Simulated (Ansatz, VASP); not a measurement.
Cd in VASP and in Ansatz

```xyz
1
Lattice="0.0000 2.3443 2.2542 2.3143 0.0000 2.2542 2.3143 2.3443 0.0000" Properties=species:S:1:pos:R:3 pbc="T T T"
Cd    0.0000    0.0000    0.0000
```

Change from the starting cell: normal strain along x +0.0267, normal strain along y +0.0400.

Alike in both runs: task single point; functional PBE; k mesh 18 × 18 × 18; occupations gaussian, width 0.15 eV; no spin polarisation.

|  | VASP | Ansatz |
| --- | --- | --- |
| version | VASP 6.6.1 | Ansatz 0.2.0 |
| potentials or method | VASP PAW PBE potentials, release 64 (Cd), cutoff 520 eV | scalar-relativistic, plane waves, PAW |
| valence electrons in the cell | 12 | 20 |

```tsv
	VASP	Ansatz	Ansatz less VASP
gap on the k mesh at the Fermi level (eV)	none	none	-
pressure (GPa)	-2.2	-2.3	-0.17
traceless stress, the component that is largest in VASP (GPa)	0.43	0.42	-0.004
```

A gap of «none» marks a metal or a gap that the smearing closes. With one functional, cell and mesh, what is left measures potentials, basis and numerics. VASP's potentials hold 12 valence electrons a cell and Ansatz's 20, so a difference there can come from the potentials and not from the codes.
